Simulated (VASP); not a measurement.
Here is a VASP 6.6.1 calculation.

The input INCAR:

```
PREC = Accurate
ENCUT = 520
EDIFF = 1E-6
ISMEAR = 0
SIGMA = 0.15
LREAL = False
LASPH = True
NELM = 100
ALGO = Fast
ISIF = 2
LWAVE = False
LCHARG = True
GGA = PS
LELF = True
LVHAR = True
NBANDS = 25
```

KPOINTS

```
Automatic mesh
0
Gamma
  12 12 14
```

File POSCAR:

```
Ti
1.0
    4.4607000000      0.0000000000      0.0000000000
   -2.2303500000      3.8630795187      0.0000000000
    0.0000000000      0.0000000000      2.9102000000
Ti
3
Direct
    0.0000000000      0.0000000000      0.0000000000
    0.3333333333      0.6666666667      0.5000000000
    0.6666666667      0.3333333333      0.5000000000
```

Potentials or basis: VASP PAW PBE potentials, release 64 (Ti_sv).

The run is started by

```sh
$ cat potpaw_PBE.64/Ti_sv/POTCAR > POTCAR
$ mpirun -np 1 vasp_std > vasp.out
```

Task: What does it give for the band gap on the k mesh?

Result: Zero (band 18 reaches 8.86 eV, above the bottom of band 19 at 8.39 eV).

Task: Estimate the pressure.

Result: -2.1 GPa.

Stress tensor (GPa, compression positive):
```
 0.97  0.00  0.00
 0.00  0.97  0.00
 0.00  0.00 -8.20
```

Caveat: the PAW data sets were made with another functional, which shifts forces and pressure a little.
